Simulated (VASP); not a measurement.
# C (Fd-3m) in VASP: a series of runs, part 2 of 2

VASP 6.6.1. Earlier steps stand in the parts before.

## Step 3: Single point, r2SCAN

POSCAR reads:

```
C
1.0
    0.0000000000      1.7835000000      1.7835000000
    1.7835000000      0.0000000000      1.7835000000
    1.7835000000      1.7835000000      0.0000000000
C
2
Direct
    0.0000000000      0.0000000000      0.0000000000
    0.2500000000      0.2500000000      0.2500000000
```

INCAR.step1 reads:

```
PREC     = Accurate       # precision mode
ENCUT    = 660            # plane-wave cutoff, eV
ISMEAR   = 0              # smearing method
SIGMA    = 0.01           # smearing width, eV
LREAL    = False          # projectors in reciprocal space
LASPH    = True           # aspherical terms in the spheres
NELM     = 120            # most SCF steps
NBANDS   = 11             # bands
GGA      = PE             # functional
ALGO     = Normal         # electronic algorithm
EDIFF    = 1E-5           # SCF threshold, eV
LWAVE    = True           # write WAVECAR
LCHARG   = False          # write CHGCAR
GGA_COMPAT= False
```

INCAR.step2 reads:

```
PREC     = Accurate       # precision mode
ENCUT    = 660            # plane-wave cutoff, eV
EDIFF    = 1E-6           # SCF threshold, eV
ISMEAR   = 0              # smearing method
SIGMA    = 0.01           # smearing width, eV
LREAL    = False          # projectors in reciprocal space
LASPH    = True           # aspherical terms in the spheres
NELM     = 120            # most SCF steps
ALGO     = Normal         # electronic algorithm
ISIF     = 2              # what is computed and relaxed
LWAVE    = False          # write WAVECAR
LCHARG   = False          # write CHGCAR
METAGGA  = R2SCAN         # meta-GGA
LMIXTAU  = True         
NBANDS   = 11             # bands
ISTART   = 1            
GGA_COMPAT= False
```

KPOINTS reads:

```
regular mesh
0
Gamma
  4 4 4
```

Potentials or basis: VASP PAW PBE potentials, release 64 (C).

The run is started by

```
$ cat potpaw_PBE.64/C/POTCAR > POTCAR
$ cp INCAR.step1 INCAR
$ mpirun -np 1 vasp_std > vasp.out
$ cp INCAR.step2 INCAR
$ mpirun -np 1 vasp_std > vasp.out
```

OUTCAR:

```text
PREC = Accurate
   ENCUT = 660
   EDIFF = 1E-6
   ISMEAR = 0
   LREAL = False
   LASPH = True
   NELM = 120
   ISIF = 2
   METAGGA = R2SCAN
   ISTART = 1

 ion  position               nearest neighbor table
   1  0.000  0.000  0.000-   2 1.54   2 1.54   2 1.54   2 1.54
   2  0.250  0.250  0.250-   1 1.54   1 1.54   1 1.54   1 1.54

  LATTYP: Found a face centered cubic cell.
 ALAT       =     3.5670000000

  Lattice vectors:

 A1 = (   0.0000000000,   1.7835000000,   1.7835000000)
 A2 = (   1.7835000000,   0.0000000000,   1.7835000000)
 A3 = (   1.7835000000,   1.7835000000,   0.0000000000)

Analysis of symmetry for initial positions (statically):
=====================================================================
 Subroutine PRICEL returns:
 Original cell was already a primitive cell.

 Routine SETGRP: Setting up the symmetry group for a
 face centered cubic supercell.

 Subroutine GETGRP returns: Found 48 space group operations
 (whereof 24 operations were pure point group operations)
 out of a pool of 48 trial point group operations.

The static configuration has the point symmetry T_d .
 The point group associated with its full space group is O_h .

Analysis of symmetry for dynamics (positions and initial velocities):
=====================================================================
 Subroutine PRICEL returns:
 Original cell was already a primitive cell.

 Routine SETGRP: Setting up the symmetry group for a
 face centered cubic supercell.

 Subroutine GETGRP returns: Found 48 space group operations
 (whereof 24 operations were pure point group operations)
 out of a pool of 48 trial point group operations.

The dynamic configuration has the point symmetry T_d .
 The point group associated with its full space group is O_h .

 Subroutine INISYM returns: Found 48 space group operations
 (whereof 24 operations are pure point group operations),
 and found     1 'primitive' translations

[... 102 lines left out ...]
   METAGGA = R2SCAN    functional components
   LHFCALC =     F    Hartree Fock is set to
   AEXX    =    0.0000 exact exchange contribution
   IVDW    =     0    specifies the selected vdW correction
   LEPSILON=     F    determine dielectric tensor
   LRPA    =     F    only Hartree local field effects (RPA)
 non-spin polarized calculation
 Gauss-broadening in eV      SIGMA  =   0.01
  energy-cutoff  :      660.00
  volume of cell :       11.35
 maximum number of plane-waves:       444
 NGX is ok and might be reduce to    24
   NGX = 11   NGY = 11   NGZ = 11

 number of electron       8.0000000 magnetization

 Free energy of the ion-electron system (eV)
  ---------------------------------------------------
  ext. energy  EPLUGINS =         0.00000000
  ---------------------------------------------------
  free energy    TOTEN  =       -19.52662473 eV

  energy without entropy =      -19.52662473  energy(sigma->0) =      -19.52662473

 E-fermi :   9.8034     XC(G=0): -14.2419

 val. band max:        9.7371299099   @ k =   0.0000   0.0000   0.0000
 cond. band min:      14.3659543147   @ k =   0.2500   0.2500   0.0000
 fundamental gap:      4.6288244048
 Fermi energy:         9.8034251295

 k-point     1 :       0.0000    0.0000    0.0000
  band No.  band energies     occupation
      1     -12.9615      2.00000
      2       9.7371      2.00000
      3       9.7371      2.00000
      4       9.7371      2.00000
      5      15.5663      0.00000
      6      15.5663      0.00000
      7      15.5663      0.00000
      8      23.5501      0.00000
      9      30.1039      0.00000
     10      37.0997      0.00000
     11      37.0997      0.00000
[... 85 lines left out ...]
 k-point     8 :      -0.2500    0.5000    0.2500
  band No.  band energies     occupation
      1      -3.0765      2.00000
      2      -3.0765      2.00000
      3       1.0144      2.00000
      4       1.0144      2.00000
      5      20.9799      0.00000
      6      20.9799      0.00000
      7      22.6363      0.00000
      8      22.6363      0.00000
      9      32.3235      0.00000
     10      32.3235      0.00000
     11      41.5882      0.00000

------------------------ aborting loop because EDIFF is reached ----------------------------------------

  FORCE on cell =-STRESS in cart. coord.  units (eV):
  Direction    XX          YY          ZZ          XY          YZ          ZX
  --------------------------------------------------------------------------------------
  -------------------------------------------------------------------------------------
  Total       -0.0903547     -0.0903547     -0.0903547      0.0000000      0.0000000     -0.0000000
  in kB      -12.7588699    -12.7588699    -12.7588699      0.0000000      0.0000000     -0.0000000
  external PRESSURE =     -12.7588699 kB  Pullay stress =       0.0000000 kB

 VOLUME and BASIS-vectors are now :
 -----------------------------------------------------------------------------
  energy-cutoff  :      660.00
  volume of cell :       11.35
      direct lattice vectors                 reciprocal lattice vectors
     0.000000000  1.783500000  1.783500000    -0.280347631  0.280347631  0.280347631
     1.783500000  0.000000000  1.783500000     0.280347631 -0.280347631  0.280347631
     1.783500000  1.783500000  0.000000000     0.280347631  0.280347631 -0.280347631

 POSITION                                       TOTAL-FORCE (eV/Angst)
 -----------------------------------------------------------------------------------
      0.00000      0.00000      0.00000         0.000000      0.000000      0.000000
      0.89175      0.89175      0.89175        -0.000000     -0.000000     -0.000000
 -----------------------------------------------------------------------------------
    total drift:                               -0.000000      0.000000      0.000000

  FREE ENERGIE OF THE ION-ELECTRON SYSTEM (eV)
  ---------------------------------------------------
  free  energy   TOTEN  =       -19.5266247310 eV

  energy  without entropy=      -19.5266247310  energy(sigma->0) =      -19.52662473
```

OSZICAR.step1:

```text
N       E                     dE             d eps       ncg     rms          rms(c)
DAV:   1     0.260830094581E+01    0.26083E+01   -0.56064E+03   184   0.876E+02
DAV:   2    -0.184105836010E+02   -0.21019E+02   -0.20487E+02   232   0.134E+02
DAV:   3    -0.187225460274E+02   -0.31196E+00   -0.31169E+00   206   0.139E+01
DAV:   4    -0.187230017002E+02   -0.45567E-03   -0.45566E-03   191   0.639E-01
DAV:   5    -0.187230023665E+02   -0.66630E-06   -0.66638E-06   191   0.214E-02    0.559E+00
DAV:   6    -0.182272768079E+02    0.49573E+00   -0.25789E-01   182   0.358E+00    0.334E+00
DAV:   7    -0.180592164792E+02    0.16806E+00   -0.31937E-01   182   0.404E+00    0.753E-01
DAV:   8    -0.180611916883E+02   -0.19752E-02   -0.89188E-03   182   0.708E-01    0.468E-02
DAV:   9    -0.180612406677E+02   -0.48979E-04   -0.76914E-05   193   0.707E-02    0.259E-02
DAV:  10    -0.180612613210E+02   -0.20653E-04   -0.15347E-05   179   0.345E-02    0.607E-03
DAV:  11    -0.180612614449E+02   -0.12392E-06   -0.31499E-07    94   0.508E-03
   1 F= -.18061261E+02 E0= -.18061261E+02  d E =-.119910E-99
```

Run time: 9.1 s. Hardware: 1 thread of Intel Xeon Platinum 8488C (Sapphire Rapids), shared host; peak memory 0.13 GiB.

Results:

| Property | Result |
| --- | --- |
| Free energy | -19.5266 eV |
| Pressure | -1.3 GPa |
| Band gap on the k mesh | 4.63 eV, indirect (least direct gap 5.83 eV) |

Caveat: the k points lie up to 0.76 Å⁻¹ apart; the PAW data sets were made with another functional, which shifts forces and pressure a little.

## Step 4: Single point, PBE

This run uses another cell than the first one, of 5.33 Å³/atom, 0.940 times its volume.

INCAR reads:

```
SYSTEM = C
ALGO     = Normal         ! electronic algorithm
EDIFF    = 1E-6           ! SCF threshold, eV
ENCUT    = 600            ! plane-wave cutoff, eV
GGA      = PE             ! functional
GGA_COMPAT= .False.      
ISIF     = 2              ! what is computed and relaxed
ISMEAR   = 0              ! smearing method
LASPH    = .True.         ! aspherical terms in the spheres
LCHARG   = .False.        ! write CHGCAR
LREAL    = .False.        ! projectors in reciprocal space
LWAVE    = .False.        ! write WAVECAR
NBANDS   = 11             ! bands
NELM     = 120            ! most SCF steps
PREC     = Accurate       ! precision mode
SIGMA    = 0.01           ! smearing width, eV
```

KPOINTS reads:

```
k-points
0
Gamma
  2 2 2
  0 0 0
```

POSCAR reads:

```
C
1.0
    0.0000000000      1.7470918200      1.7470918200
    1.7470918200      0.0000000000      1.7470918200
    1.7470918200      1.7470918200      0.0000000000
C
2
Direct
    0.0000000000      0.0000000000      0.0000000000
    0.2500000000      0.2500000000      0.2500000000
```

Potentials or basis: VASP PAW PBE potentials, release 64 (C).

The run is started by

```
$ cat potpaw_PBE.64/C/POTCAR > POTCAR
$ mpirun -np 1 vasp_std > vasp.out
```

OUTCAR:

```text
SYSTEM = C
   EDIFF = 1E-6
   ENCUT = 600
   GGA = PE
   ISIF = 2
   ISMEAR = 0
   LASPH = .True.
   LREAL = .False.
   NELM = 120
   PREC = Accurate

 ion  position               nearest neighbor table
   1  0.000  0.000  0.000-   2 1.51   2 1.51   2 1.51   2 1.51
   2  0.250  0.250  0.250-   1 1.51   1 1.51   1 1.51   1 1.51

  LATTYP: Found a face centered cubic cell.
 ALAT       =     3.4941836400

  Lattice vectors:

 A1 = (   0.0000000000,   1.7470918200,   1.7470918200)
 A2 = (   1.7470918200,   0.0000000000,   1.7470918200)
 A3 = (   1.7470918200,   1.7470918200,   0.0000000000)

Analysis of symmetry for initial positions (statically):
=====================================================================
 Subroutine PRICEL returns:
 Original cell was already a primitive cell.

 Routine SETGRP: Setting up the symmetry group for a
 face centered cubic supercell.

 Subroutine GETGRP returns: Found 48 space group operations
 (whereof 24 operations were pure point group operations)
 out of a pool of 48 trial point group operations.

The static configuration has the point symmetry T_d .
 The point group associated with its full space group is O_h .

Analysis of symmetry for dynamics (positions and initial velocities):
=====================================================================
 Subroutine PRICEL returns:
 Original cell was already a primitive cell.

 Routine SETGRP: Setting up the symmetry group for a
 face centered cubic supercell.

 Subroutine GETGRP returns: Found 48 space group operations
 (whereof 24 operations were pure point group operations)
 out of a pool of 48 trial point group operations.

The dynamic configuration has the point symmetry T_d .
 The point group associated with its full space group is O_h .

 Subroutine INISYM returns: Found 48 space group operations
 (whereof 24 operations are pure point group operations),
 and found     1 'primitive' translations

[... 97 lines left out ...]
   GGA     = PE    functional components
   LHFCALC =     F    Hartree Fock is set to
   AEXX    =    0.0000 exact exchange contribution
   IVDW    =     0    specifies the selected vdW correction
   LEPSILON=     F    determine dielectric tensor
   LRPA    =     F    only Hartree local field effects (RPA)
 non-spin polarized calculation
 Gauss-broadening in eV      SIGMA  =   0.01
  energy-cutoff  :      600.00
  volume of cell :       10.67
 maximum number of plane-waves:       344
 NGX is ok and might be reduce to    20
   NGX =  9   NGY =  9   NGZ =  9

 number of electron       7.9999999 magnetization

 Free energy of the ion-electron system (eV)
  ---------------------------------------------------
  ext. energy  EPLUGINS =         0.00000000
  ---------------------------------------------------
  free energy    TOTEN  =       -14.77885329 eV

  energy without entropy =      -14.77885329  energy(sigma->0) =      -14.77885329

 E-fermi :  11.1332     XC(G=0): -13.4146

 val. band max:       11.0412648938   @ k =   0.0000   0.0000   0.0000
 cond. band min:      15.7113354600   @ k =   0.5000   0.5000   0.0000
 fundamental gap:      4.6700705662
 Fermi energy:        11.1331830988

 k-point     1 :       0.0000    0.0000    0.0000
  band No.  band energies     occupation
      1     -11.4501      2.00000
      2      11.0413      2.00000
      3      11.0413      2.00000
      4      11.0413      2.00000
      5      16.6992      0.00000
      6      16.6992      0.00000
      7      16.6992      0.00000
      8      25.7988      0.00000
      9      30.9309      0.00000
     10      37.9800      0.00000
     11      37.9800      0.00000
[... 15 lines left out ...]
 k-point     3 :       0.5000    0.5000    0.0000
  band No.  band energies     occupation
      1      -2.2849      2.00000
      2      -2.2849      2.00000
      3       4.2733      2.00000
      4       4.2733      2.00000
      5      15.7113      0.00000
      6      15.7113      0.00000
      7      28.8567      0.00000
      8      28.8567      0.00000
      9      35.4343      0.00000
     10      35.4343      0.00000
     11      44.2309      0.00000

------------------------ aborting loop because EDIFF is reached ----------------------------------------

  FORCE on cell =-STRESS in cart. coord.  units (eV):
  Direction    XX          YY          ZZ          XY          YZ          ZX
  --------------------------------------------------------------------------------------
  -------------------------------------------------------------------------------------
  Total        4.5213443      4.5213443      4.5213443     -0.0000000     -0.0000000      0.0000000
  in kB      679.2051603    679.2051603    679.2051603     -0.0000000     -0.0000000      0.0000000
  external PRESSURE =     679.2051603 kB  Pullay stress =       0.0000000 kB

 VOLUME and BASIS-vectors are now :
 -----------------------------------------------------------------------------
  energy-cutoff  :      600.00
  volume of cell :       10.67
      direct lattice vectors                 reciprocal lattice vectors
     0.000000000  1.747091820  1.747091820    -0.286189881  0.286189881  0.286189881
     1.747091820  0.000000000  1.747091820     0.286189881 -0.286189881  0.286189881
     1.747091820  1.747091820  0.000000000     0.286189881  0.286189881 -0.286189881

 POSITION                                       TOTAL-FORCE (eV/Angst)
 -----------------------------------------------------------------------------------
      0.00000      0.00000      0.00000        -0.000000      0.000000     -0.000000
      0.87355      0.87355      0.87355         0.000000     -0.000000      0.000000
 -----------------------------------------------------------------------------------
    total drift:                                0.000000      0.000000      0.000000

  FREE ENERGIE OF THE ION-ELECTRON SYSTEM (eV)
  ---------------------------------------------------
  free  energy   TOTEN  =       -14.7788532941 eV

  energy  without entropy=      -14.7788532941  energy(sigma->0) =      -14.77885329
```

OSZICAR:

```text
N       E                     dE             d eps       ncg     rms          rms(c)
DAV:   1     0.366010510147E+01    0.36601E+01   -0.48794E+03    66   0.778E+02
DAV:   2    -0.156870079585E+02   -0.19347E+02   -0.18939E+02    83   0.130E+02
DAV:   3    -0.159439334293E+02   -0.25693E+00   -0.25640E+00    78   0.113E+01
DAV:   4    -0.159443314863E+02   -0.39806E-03   -0.39801E-03    69   0.505E-01
DAV:   5    -0.159443321663E+02   -0.68007E-06   -0.68011E-06    81   0.201E-02    0.697E+00
DAV:   6    -0.150792130009E+02    0.86512E+00   -0.39028E-01    66   0.471E+00    0.422E+00
DAV:   7    -0.147748282575E+02    0.30438E+00   -0.51182E-01    66   0.543E+00    0.101E+00
DAV:   8    -0.147786845379E+02   -0.38563E-02   -0.16534E-02    66   0.919E-01    0.710E-02
DAV:   9    -0.147788128689E+02   -0.12833E-03   -0.13204E-04    75   0.998E-02    0.496E-02
DAV:  10    -0.147788525172E+02   -0.39648E-04   -0.26095E-05    72   0.455E-02    0.833E-03
DAV:  11    -0.147788532941E+02   -0.77687E-06   -0.65190E-07    81   0.728E-03
   1 F= -.14778853E+02 E0= -.14778853E+02  d E =-.428250E-39
```

Run time: 1.3 s. Hardware: 1 thread of Intel Xeon Platinum 8488C (Sapphire Rapids), shared host; peak memory 0.11 GiB.

What came out:

```yaml
Free_energy: -14.7789 eV
Pressure: 67.9 GPa
Band_gap_on_the_k_mesh: 4.67 eV, indirect (least direct gap 5.66 eV)
```

Levels at points of the mesh, in eV from the valence-band top:
| k point | band 1 | band 2 | band 3 | band 4 | band 5 | band 6 | band 7 | band 8 |
| --- | --- | --- | --- | --- | --- | --- | --- | --- |
| (0.00, 0.00, 0.00) | -22.49 | 0.00 | 0.00 | 0.00 | 5.66 | 5.66 | 5.66 | 14.76 |
| (0.50, 0.00, 0.00) | -16.30 | -14.24 | -3.00 | -3.00 | 8.59 | 8.59 | 9.62 | 16.11 |
| (0.50, 0.50, 0.00) | -13.33 | -13.33 | -6.77 | -6.77 | 4.67 | 4.67 | 17.82 | 17.82 |

Caveat: the k points lie up to 1.56 Å⁻¹ apart.

## Step 5: Single point, PBE

This run uses another cell than the first one, of 5.33 Å³/atom, 0.940 times its volume.

INCAR reads:

```
PREC = Accurate ; ENCUT = 600
EDIFF = 1E-6 ; ISMEAR = 0
SIGMA = 0.01 ; LREAL = F
LASPH = T ; NELM = 120
ALGO = Normal ; ISIF = 2
LWAVE = F ; LCHARG = T
GGA = PE ; LELF = T
LVHAR = T ; NBANDS = 11
GGA_COMPAT = F
```

KPOINTS reads:

```
regular mesh
0
Gamma
  2 2 2
```

POSCAR is that of step 4.

The run is started by

```
$ cat potpaw_PBE.64/C/POTCAR > POTCAR
$ mpirun -np 1 vasp_std > vasp.out
```

Run time: 1.4 s. Hardware: 1 thread of Intel Xeon Platinum 8488C (Sapphire Rapids), shared host; peak memory 0.11 GiB.

It converged, with:

| Quantity | Value |
| --- | --- |
| Free energy | -14.7789 eV |
| Pressure | 67.9 GPa |
| Band gap on the k mesh | 4.67 eV, indirect (least direct gap 5.66 eV) |

Levels at points of the mesh, in eV from the valence-band top:
```tsv
k point	band 1	band 2	band 3	band 4	band 5	band 6	band 7	band 8	band 9
(0.00, 0.00, 0.00)	-22.49	0.00	0.00	0.00	5.66	5.66	5.66	14.76	19.89
(0.50, 0.00, 0.00)	-16.30	-14.24	-3.00	-3.00	8.59	8.59	9.62	16.11	22.72
(0.50, 0.50, 0.00)	-13.33	-13.33	-6.77	-6.77	4.67	4.67	17.82	17.82	24.39
```

Caveat: the k points lie up to 1.56 Å⁻¹ apart.
